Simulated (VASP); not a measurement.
# BeTe (F-43m) in VASP: a series of runs

Aim: see how the results for BeTe move with the level of theory and the settings. Levels: PBE, BLYP. Tasks: single point.

Everything below comes from runs of VASP 6.6.1. Logs are shortened: lines on timing, memory, paths and dates and some standing lists are left out, and cuts for length are marked.

### 1 The cell of the first run

It takes space group F-43m (No. 216, cubic). Conventional cell: a = 5.663 Å, b = 5.663 Å, c = 5.663 Å, α = 90.00°, β = 90.00°, γ = 90.00°. Be (site symmetry -43m) has 4 Te at 2.45 Å within 3.2 Å. Within 3.2 Å of Te (site symmetry -43m) lie 4 Be at 2.45 Å.

### 2 Single point, PBE

INCAR reads:

```
PREC = Accurate
ENCUT = 600
EDIFF = 1E-6
ISMEAR = 0
SIGMA = 0.1
LREAL = False
LASPH = True
NELM = 120
ALGO = Normal
ISIF = 2
LWAVE = False
LCHARG = False
GGA = PE
NELECT = 9.0
NBANDS = 11
GGA_COMPAT = False
```

KPOINTS reads:

```
regular mesh
0
Gamma
  2 2 2
```

POSCAR reads:

```
BeTe
1.0
    0.0000000000      2.8314587876      2.8314587876
    2.8314587876      0.0000000000      2.8314587876
    2.8314587876      2.8314587876      0.0000000000
Be Te
1 1
Direct
    0.0000000000      0.0000000000      0.0000000000
    0.7500000000      0.7500000000      0.7500000000
```

Potentials or basis: VASP PAW PBE potentials, release 64 (Be, Te).

Command:

```
$ cat potpaw_PBE.64/Be/POTCAR potpaw_PBE.64/Te/POTCAR > POTCAR
$ mpirun -np 1 vasp_std > vasp.out
```

OUTCAR:

```text
PREC = Accurate
   ENCUT = 600
   EDIFF = 1E-6
   ISMEAR = 0
   LREAL = False
   LASPH = True
   NELM = 120
   ISIF = 2
   GGA = PE
   NELECT = 9.0

 ion  position               nearest neighbor table
   1  0.000  0.000  0.000-   2 2.45   2 2.45   2 2.45   2 2.45
   2  0.750  0.750  0.750-   1 2.45   1 2.45   1 2.45   1 2.45

  LATTYP: Found a face centered cubic cell.
 ALAT       =     5.6629175752

  Lattice vectors:

 A1 = (   0.0000000000,   2.8314587876,   2.8314587876)
 A2 = (   2.8314587876,   0.0000000000,   2.8314587876)
 A3 = (   2.8314587876,   2.8314587876,   0.0000000000)

Analysis of symmetry for initial positions (statically):
=====================================================================
 Subroutine PRICEL returns:
 Original cell was already a primitive cell.

 Routine SETGRP: Setting up the symmetry group for a
 face centered cubic supercell.

 Subroutine GETGRP returns: Found 24 space group operations
 (whereof 24 operations were pure point group operations)
 out of a pool of 48 trial point group operations.

The static configuration has the point symmetry T_d .

Analysis of symmetry for dynamics (positions and initial velocities):
=====================================================================
 Subroutine PRICEL returns:
 Original cell was already a primitive cell.

 Routine SETGRP: Setting up the symmetry group for a
 face centered cubic supercell.

 Subroutine GETGRP returns: Found 24 space group operations
 (whereof 24 operations were pure point group operations)
 out of a pool of 48 trial point group operations.

The dynamic configuration has the point symmetry T_d .

 Subroutine INISYM returns: Found 24 space group operations
 (whereof 24 operations are pure point group operations),
 and found     1 'primitive' translations

----------------------------------------------------------------------------------------

                                     Primitive cell

  volume of cell :      45.4005

  direct lattice vectors                    reciprocal lattice vectors
     0.000000000  2.831458788  2.831458788    -0.176587419  0.176587419  0.176587419
     2.831458788  0.000000000  2.831458788     0.176587419 -0.176587419  0.176587419
     2.831458788  2.831458788  0.000000000     0.176587419  0.176587419 -0.176587419

  length of vectors
     4.004287419  4.004287419  4.004287419     0.305858382  0.305858382  0.305858382

  position of ions in fractional coordinates (direct lattice)
     0.000000000  0.000000000  0.000000000
     0.750000000  0.750000000  0.750000000

  ion indices of the primitive-cell ions
   primitive index   ion index
                 1           1
                 2           2

----------------------------------------------------------------------------------------

 KPOINTS: regular mesh

Automatic generation of k-mesh.
 Grid dimensions read from file:
 generate k-points for:    2    2    2

 Generating k-lattice:

  Cartesian coordinates                     Fractional coordinates (reciprocal lattice)
    -0.088293710  0.088293710  0.088293710     0.500000000  0.000000000  0.000000000
     0.088293710 -0.088293710  0.088293710     0.000000000  0.500000000  0.000000000
     0.088293710  0.088293710 -0.088293710     0.000000000  0.000000000  0.500000000

  Length of vectors
     0.152929191  0.152929191  0.152929191

  Shift w.r.t. Gamma in fractional coordinates (k-lattice)
     0.000000000  0.000000000  0.000000000

 Subroutine IBZKPT returns following result:
 ===========================================

 Found      3 irreducible k-points:

 Following reciprocal coordinates:
            Coordinates               Weight
  0.000000  0.000000  0.000000      1.000000
  0.500000  0.000000  0.000000      4.000000
  0.500000  0.500000  0.000000      3.000000
   k-points           NKPTS =      3   k-points in BZ     NKDIM =      3   number of bands    NBANDS=     11
   number of dos      NEDOS =    301   number of ions     NIONS =      2
   total plane-waves  NPLWV =  32768
   dimension x,y,z NGX =    32 NGY =   32 NGZ =   32
   dimension x,y,z NGXF=    64 NGYF=   64 NGZF=   64
   ions per type =               1   1
   NGX,Y,Z   is equivalent  to a cutoff of  13.29, 13.29, 13.29 a.u.
   NGXF,Y,Z  is equivalent  to a cutoff of  26.57, 26.57, 26.57 a.u.
 SYSTEM =  unknown system
   PREC   = accura    normal or accurate (medium, high low for compatibility)
   ISTART =      0    job   : 0-new  1-cont  2-samecut
   ICHARG =      2    charge: 1-file 2-atom 10-const
   ISPIN  =      1    spin polarized calculation?
   LNONCOLLINEAR =      F non collinear calculations
   LSORBIT =      F    spin-orbit coupling
   LASPH  =      T    aspherical Exc in radial PAW
   ENCUT  =  600.0 eV  44.10 Ry    6.64 a.u.   8.00  8.00  8.00*2*pi/ulx,y,z
   NELM   =    120;   NELMIN=  2; NELMDL= -5     # of ELM steps
   EDIFF  = 0.1E-05   stopping-criterion for ELM
   LREAL  =      F    real-space projection
   EDIFFG = 0.1E-04   stopping-criterion for IOM
   NSW    =      0    number of steps for IOM
   IBRION =     -1    ionic relax: 0-MD 1-quasi-New 2-CG
   NFREE  =      0    steps in history (QN), initial steepest desc. (CG)
   ISIF   =      2    stress and relaxation
   ISYM   =      2    0-nonsym 1-usesym 2-fastsym
   POTIM  = 0.5000    time-step for ionic-motion
   TEBEG  =    0.0;   TEEND  =   0.0 temperature during run
   PSTRESS=    0.0 pullay stress
   NELECT =       9.0000    total number of electrons
   NUPDOWN=      -1.0000    fix difference up-down
   EMIN   =  10.00;   EMAX   =-10.00  energy-range for DOS
   EFERMI =   0.00;   METHOD = LEGACY
   ISMEAR =     0;   SIGMA  =   0.10  broadening in eV -4-tet -1-fermi 0-gaus
   EFERMI_NEDOS =   21; number of points for ismear=-14 and -15
   IALGO  =     38    algorithm
   IMIX   =      4    mixing-type and parameters
     AMIX     =   0.40;   BMIX     =  1.00
     AMIX_MAG =   1.60;   BMIX_MAG =  1.00
  volume/ion in A,a.u.               =      22.70       153.19
  Fermi-wavevector in a.u.,A,eV,Ry     =   0.954557  1.803852 12.397357  0.911180
  Thomas-Fermi vector in A             =   2.083315
   LORBIT       =      0    0 simple, 1 ext, 2 COOP (PROOUT), +10 PAW based schemes
   GGA     = PE    functional components
   LHFCALC =     F    Hartree Fock is set to
   AEXX    =    0.0000 exact exchange contribution
   IVDW    =     0    specifies the selected vdW correction
   LEPSILON=     F    determine dielectric tensor
   LRPA    =     F    only Hartree local field effects (RPA)
 non-spin polarized calculation
 Gauss-broadening in eV      SIGMA  =   0.10
  energy-cutoff  :      600.00
  volume of cell :       45.40
 maximum number of plane-waves:      1524
 NGX is ok and might be reduce to    32
   NGX = 15   NGY = 15   NGZ = 15

 number of electron       9.0000000 magnetization

 Free energy of the ion-electron system (eV)
  ---------------------------------------------------
  ext. energy  EPLUGINS =         0.00000000
  ---------------------------------------------------
  free energy    TOTEN  =         0.86001569 eV

  energy without entropy =        0.87929848  energy(sigma->0) =        0.86965709

 E-fermi :   7.0859     XC(G=0):  -9.5303

 val. band max:        6.3130496561   @ k =   0.5000   0.5000   0.0000
 cond. band min:       7.1163793596   @ k =   0.5000   0.5000   0.0000
 fundamental gap:      0.8033297035
 Fermi energy:         7.0859223402

 k-point     1 :       0.0000    0.0000    0.0000
  band No.  band energies     occupation
      1      -7.5105      2.00000
      2       4.7390      2.00000
      3       4.7390      2.00000
      4       4.7390      2.00000
      5       8.2020      0.00000
      6       8.2136      0.00000
      7       8.2136      0.00000
      8       8.2136      0.00000
      9      12.5105      0.00000
     10      14.8033      0.00000
     11      14.8033      0.00000

 k-point     2 :       0.5000    0.0000    0.0000
  band No.  band energies     occupation
      1      -6.1466      2.00000
      2      -0.8865      2.00000
      3       3.6046      2.00000
      4       3.6046      2.00000
      5       7.5653      0.00000
      6       9.1270      0.00000
      7       9.1270      0.00000
      8      11.9811      0.00000
      9      15.1978      0.00000
     10      15.9579      0.00000
     11      15.9579      0.00000

 k-point     3 :       0.5000    0.5000    0.0000
  band No.  band energies     occupation
      1      -5.6509      2.00000
      2      -0.4231      2.00000
      3       2.0683      2.00000
      4       2.0683      2.00000
      5       6.3130      2.00000
      6       7.1164      0.66667
      7      14.2847      0.00000
      8      14.2847      0.00000
      9      15.9446      0.00000
     10      17.3576      0.00000
     11      17.8405      0.00000

------------------------ aborting loop because EDIFF is reached ----------------------------------------

  FORCE on cell =-STRESS in cart. coord.  units (eV):
  Direction    XX          YY          ZZ          XY          YZ          ZX
  --------------------------------------------------------------------------------------
  -------------------------------------------------------------------------------------
  Total       11.0380735     11.0380735     11.0380735      0.0000000      0.0000000      0.0000000
  in kB      389.5319949    389.5319949    389.5319949      0.0000000      0.0000000      0.0000000
  external PRESSURE =     389.5319949 kB  Pullay stress =       0.0000000 kB

 VOLUME and BASIS-vectors are now :
 -----------------------------------------------------------------------------
  energy-cutoff  :      600.00
  volume of cell :       45.40
      direct lattice vectors                 reciprocal lattice vectors
     0.000000000  2.831458788  2.831458788    -0.176587419  0.176587419  0.176587419
     2.831458788  0.000000000  2.831458788     0.176587419 -0.176587419  0.176587419
     2.831458788  2.831458788  0.000000000     0.176587419  0.176587419 -0.176587419

 POSITION                                       TOTAL-FORCE (eV/Angst)
 -----------------------------------------------------------------------------------
      0.00000      0.00000      0.00000        -0.000000      0.000000     -0.000000
      4.24719      4.24719      4.24719         0.000000     -0.000000      0.000000
 -----------------------------------------------------------------------------------
    total drift:                               -0.000000     -0.000000     -0.000000

  FREE ENERGIE OF THE ION-ELECTRON SYSTEM (eV)
  ---------------------------------------------------
  free  energy   TOTEN  =         0.8600156911 eV

  energy  without entropy=        0.8792984811  energy(sigma->0) =        0.86965709
```

Run time: 8 s. Hardware: 1 thread of Intel Xeon 8259CL, shared host; peak memory 0.17 GiB.

Results:

```yaml
Free_energy: 0.8600 eV
```

Caveat: the k points lie up to 0.96 Å⁻¹ apart; the cell carries a net charge on a neutralising background, which shifts energy and pressure; the cell is charged against a uniform background, so pressure and absolute levels hang on convention; spin-orbit coupling is left out, which moves the levels of the heavy elements.

(Continued in part 2 of 2.)
